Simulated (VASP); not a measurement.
Set up this calculation in VASP 6.6.1, as the native input.

| Item | Value |
| --- | --- |
| Task | single point |
| Functional | PBE |
| Potentials or basis | VASP PAW PBE potentials, release 64 (B, N) |
| Cutoff | 520 eV |
| k mesh | 12 × 12 × 12 |
| Occupations | gaussian, width 0.02 eV |
| Spin | no spin polarisation |
| Dipole correction | no |
| Further INCAR settings | ALGO = Normal; EDIFF = 1e-07; NBANDS = 11 |

The structure of BN lies in POSCAR:

```
BN
1.0
    0.0000000000      1.8478714735      1.8478714735
    1.8478714735      0.0000000000      1.8478714735
    1.8478714735      1.8478714735      0.0000000000
B N
1 1
Direct
    0.0000000000      0.0000000000      0.0000000000
    0.2500000000      0.2500000000      0.2500000000
```

This cell differs from its parent crystal: volume scaled by 1.06.

One way to write it, as run:

INCAR

```
PREC = Accurate
ENCUT = 520
EDIFF = 1E-7
ISMEAR = 0
SIGMA = 0.02
LREAL = F
LASPH = T
NELM = 100
ALGO = Normal
ISIF = 2
LWAVE = F
LCHARG = F
GGA = PE
NBANDS = 11
```

KPOINTS

```
regular mesh
0
Gamma
  12 12 12
```

Potentials or basis: VASP PAW PBE potentials, release 64 (B, N).

Run with:

```sh
$ cat potpaw_PBE.64/B/POTCAR potpaw_PBE.64/N/POTCAR > POTCAR
$ mpirun -np 1 vasp_std > vasp.out
```

It gave:

```yaml
Pressure: -19.4 GPa
Band_gap_on_the_k_mesh: 4.39 eV, indirect (least direct gap 8.51 eV)
```

It took 17 s on 1 thread of AMD EPYC 7R43 64-Core Processor (Zen 3) (shared host), peak memory 0.09 GiB.
